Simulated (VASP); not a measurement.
Input of a VASP 6.6.1 run:

INCAR

```
SYSTEM = TaV2H6
PREC = Accurate
ENCUT = 600
EDIFF = 1E-6
ISMEAR = 0
SIGMA = 0.1
LREAL = .FALSE.
LASPH = .TRUE.
NELM = 150
ALGO = Normal
ISIF = 3
LWAVE = .FALSE.
LCHARG = .FALSE.
ISPIN = 2
MAGMOM = 0 2 2 0 0 0 0 0 0
LORBIT = 11
LMAXMIX = 4
GGA = PE
IBRION = 2
NSW = 90
EDIFFG = -0.04
```

The input KPOINTS:

```
regular mesh
0
G
  4 4 4
  0 0 0
```

The input POSCAR:

```
TaV2H6
1.0
    0.0000000000      4.2102994500      4.2102994500
    4.2102994500      0.0000000000      4.2102994500
    4.2102994500      4.2102994500      0.0000000000
Ta V H
1 2 6
Direct
    0.0000000000      0.0000000000      0.0000000000
    0.7500000000      0.7500000000      0.7500000000
    0.2500000000      0.2500000000      0.2500000000
    0.5000000000      0.0000000000      0.0000000000
    0.0000000000      0.5000000000      0.5000000000
    0.0000000000      0.5000000000      0.0000000000
    0.5000000000      0.0000000000      0.5000000000
    0.0000000000      0.0000000000      0.5000000000
    0.5000000000      0.5000000000      0.0000000000
```

Potentials or basis: VASP PAW PBE potentials, release 64 (Ta_pv, V_sv, H).

Run with:

```sh
$ cat potpaw_PBE.64/Ta_pv/POTCAR potpaw_PBE.64/V_sv/POTCAR potpaw_PBE.64/H/POTCAR > POTCAR
$ mpirun -np 1 vasp_std > vasp.out
```

Q: What does it give for the net moment?

A: 0.00 μB per cell.

Q: Estimate the relaxed cell.

A: a = 4.738 Å, b = 4.738 Å, c = 4.738 Å, α = 60.00°, β = 60.00°, γ = 60.00°.

Final structure:
```
Ta V H
1.0
     0.00000    3.35031    3.35031
     3.35031    0.00000    3.35031
     3.35031    3.35031    0.00000
Ta V H
1 2 6
Direct
  0.00000 0.00000 0.00000
  0.75000 0.75000 0.75000
  0.25000 0.25000 0.25000
  0.50000 0.00000 0.00000
  0.00000 0.50000 0.50000
  0.00000 0.50000 0.00000
  0.50000 0.00000 0.50000
  0.00000 0.00000 0.50000
  0.50000 0.50000 0.00000
```

Caveat: the cell differs from its parent crystal (atoms taken out); the moments typed at the start vanished in this run.
